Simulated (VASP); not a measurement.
Runs of VASP 6.6.1 on Ta. The structure is that of space group P6_3/mmc (No. 194), or close to it. The cells are those of the table. This isn't the form of Ta at room conditions, which is bcc.

```tsv
cell	further INCAR settings	gap on the mesh (eV)	pressure (GPa)
a = 2.900, b = 2.900, c = 5.115 Å, angles 90.0, 90.0, 120.0°, 2 atoms	ALGO = Fast; EDIFF = 1e-06; NBANDS = 18	none	-9.6
a = 2.900, b = 2.900, c = 5.321 Å, angles 90.0, 90.0, 120.0°, 2 atoms	ALGO = Fast; EDIFF = 1e-07; NBANDS = 18	none	-15.3
a = 2.900, b = 2.900, c = 4.960 Å, angles 90.0, 90.0, 120.0°, 2 atoms	ALGO = Fast; EDIFF = 1e-07; NBANDS = 18	none	-4.1
a = 2.900, b = 2.900, c = 5.347 Å, angles 90.0, 90.0, 120.0°, 2 atoms	ALGO = Fast; EDIFF = 1e-06; NBANDS = 18	none	(b)
a = 2.900, b = 2.900, c = 5.063 Å, angles 90.0, 90.0, 120.0°, 2 atoms	ALGO = Fast; EDIFF = 1e-07; NBANDS = 18	none	(a)
```

Alike in all rows: task single point; level LDA; potentials or basis VASP PAW LDA potentials, release 64 (Ta_pv); no spin polarisation; k mesh 18 × 18 × 10; cutoff (eV) 520; smearing gaussian 0.15 eV.

Q: Fill in the values left out.

A: (a) -7.8; (b) -16.0.

Caveats: the cell stands under tension; spin-orbit coupling is left out, which moves the levels of the heavy elements.

A k mesh can miss the band edges, and the runs leave out spin-orbit coupling on Ta.

A gap of «none» marks levels without a gap at the run's occupations.
